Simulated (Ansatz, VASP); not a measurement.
# Ge5F in VASP and in Ansatz

INCAR

```
PREC     = Accurate       # precision mode
ENCUT    = 520            # plane-wave cutoff, eV
EDIFF    = 1E-7           # SCF threshold, eV
ISMEAR   = 0              # smearing method
SIGMA    = 0.1            # smearing width, eV
LREAL    = False          # projectors in reciprocal space
LASPH    = True           # aspherical terms in the spheres
NELM     = 80             # most SCF steps
ALGO     = Normal         # electronic algorithm
ISIF     = 2              # what is computed and relaxed
LWAVE    = False          # write WAVECAR
LCHARG   = False          # write CHGCAR
GGA      = PE             # functional
NBANDS   = 48             # bands
```

File KPOINTS:

```
regular mesh
0
Gamma
  6 6 4
```

POSCAR

```
Ge5F
1.0
    4.6959349600      0.0000000000      0.0000000000
   -2.3479674800      4.0667989700      0.0000000000
    0.0000000000      0.0000000000      7.0005176500
Ge F
5 1
Direct
    0.3333333300      0.6666666700      0.3328477000
    0.6666666700      0.3333333300      0.3328477000
    0.6666666700      0.3333333300      0.6671523000
    0.3333333300      0.6666666700      0.6671523000
    0.0000000000      0.0000000000      0.5000000000
    0.0000000000      0.0000000000      0.0000000000
```

Input for Ansatz:

```yaml
crystal:
  lattice:
    - [4.69593496, 0.0, 0.0]
    - [-2.34796748, 4.06679897, 0.0]
    - [0.0, 0.0, 7.00051765]
  atoms:
    - { symbol: Ge, position: [0.33333333, 0.66666667, 0.3328477] }
    - { symbol: Ge, position: [0.66666667, 0.33333333, 0.3328477] }
    - { symbol: Ge, position: [0.66666667, 0.33333333, 0.6671523] }
    - { symbol: Ge, position: [0.33333333, 0.66666667, 0.6671523] }
    - { symbol: Ge, position: [0.0, 0.0, 0.5] }
    - { symbol: F, position: [0.0, 0.0, 0.0] }
basis:
  ecutwfc: 420
kpoints:
  mp_grid: { grid: [6, 6, 4] }
hamiltonian:
  xc: pbe
scf:
  occupations: { method: gaussian, width: 0.1 }
  lower_state_search: "off"
output:
  forces: true
  stress: true
  eigenvalues: true
```

Alike in both runs: task single point; functional PBE; k mesh 6 × 6 × 4; occupations gaussian, width 0.1 eV; no spin polarisation.

```csv
,VASP,Ansatz
version,VASP 6.6.1,Ansatz 0.2.0
potentials or method,"VASP PAW PBE potentials, release 64 (Ge_d, F), cutoff 520 eV","scalar-relativistic, plane waves, PAW"
valence electrons in the cell,77,77
```

```tsv
	VASP	Ansatz	Ansatz less VASP
gap on the k mesh at the Fermi level (eV)	none	none	-
pressure (GPa)	3.0	3.0	+0.03
traceless stress, the component that is largest in VASP (GPa)	6.77	6.80	+0.039
rms of the force components (eV/Å)	1.201	1.200	-0.0017
```

Atom by atom the forces differ by 0.002 eV/Å (rms over components). A gap of «none» marks a metal or a gap that the smearing closes.
